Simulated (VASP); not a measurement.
A run of VASP 6.6.1:

File POSCAR:

```
PbSe
1.0
    0.0000000000      2.8057265606      3.6474445287
    2.8057265606      0.0000000000      3.6474445287
    2.8057265606      2.8057265606      0.0000000000
Pb Se
1 1
Direct
    0.0000000000      0.0000000000      0.0000000000
    0.5000000000      0.5000000000      0.5000000000
```

File INCAR.step1:

```
PREC = Accurate
ENCUT = 520
ISMEAR = 0
SIGMA = 0.05
LREAL = False
LASPH = True
NELM = 80
NBANDS = 17
GGA = PE
ALGO = Normal
EDIFF = 1E-4
LWAVE = True
LCHARG = False
```

Contents of INCAR.step2:

```
PREC = Accurate
ENCUT = 520
EDIFF = 1E-6
ISMEAR = 0
SIGMA = 0.05
LREAL = False
LASPH = True
NELM = 80
ALGO = Normal
ISIF = 2
LWAVE = False
LCHARG = False
METAGGA = R2SCAN
LMIXTAU = True
NBANDS = 17
ISTART = 1
```

Contents of KPOINTS:

```
Automatic mesh
0
Gamma
  10 10 10
```

Potentials or basis: VASP PAW PBE potentials, release 64 (Pb_d, Se).

Command:

```console
$ cat potpaw_PBE.64/Pb_d/POTCAR potpaw_PBE.64/Se/POTCAR > POTCAR
$ cp INCAR.step1 INCAR
$ mpirun -np 1 vasp_std > vasp.out
$ cp INCAR.step2 INCAR
$ mpirun -np 1 vasp_std > vasp.out
```

Hardware: 1 thread of Intel(R) Xeon(R) Platinum 8259CL CPU @ 2.50GHz (Skylake/Cascade Lake), on a shared host.

Question: Estimate the wall time of this run.

Answer: Wall time 5.4 min on 1 thread of Intel(R) Xeon(R) Platinum 8259CL CPU @ 2.50GHz (Skylake/Cascade Lake), with other jobs on the host, peak memory 0.27 GiB. Counts: k points 102.
